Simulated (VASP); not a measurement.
Input of a VASP 6.6.1 run:

INCAR

```
PREC = Accurate
ENCUT = 1330
EDIFF = 1E-6
ISMEAR = 0
SIGMA = 0.05
LREAL = F
LASPH = T
NELM = 120
ALGO = Normal
ISIF = 2
LWAVE = F
LCHARG = F
GGA = CA
NBANDS = 21
GGA_COMPAT = F
```

Contents of KPOINTS:

```
regular mesh
0
Gamma
  8 8 6
```

POSCAR

```
AlGaN2
1.0
    3.0780595077      0.0000000000      0.0000000000
    0.0000000000      3.0780595077      0.0000000000
    0.0000000000      0.0000000000      4.4238379400
Al Ga N
1 1 2
Direct
    0.5000000000      0.5000000000      0.5000000000
    0.0000000000      0.0000000000      0.0000000000
    0.5000000000      0.0000000000      0.7382648100
    0.0000000000      0.5000000000      0.2617351900
```

Potentials or basis: VASP PAW LDA potentials, release 64 (Al, Ga_d, N_h).

Run with:

```bash
$ cat potpaw_LDA.64/Al/POTCAR potpaw_LDA.64/Ga_d/POTCAR potpaw_LDA.64/N_h/POTCAR > POTCAR
$ mpirun -np 1 vasp_std > vasp.out
```

Task: Predict the band gap on the k mesh.

Result: 3.14 eV.

Task: Estimate the pressure.

Result: 4.0 GPa.

Forces on the atoms (eV/Å):
```
Al   0.000  0.000  0.000
Ga   0.000  0.000  0.000
N    0.000  0.000  0.216
N    0.000  0.000 -0.216
```

Caveat: the cell differs from its parent crystal (strain -0.0200 x Voigt [1, 1, 0, 0, 0, 0]); the cell stands under pressure. A k mesh can miss the band edges.
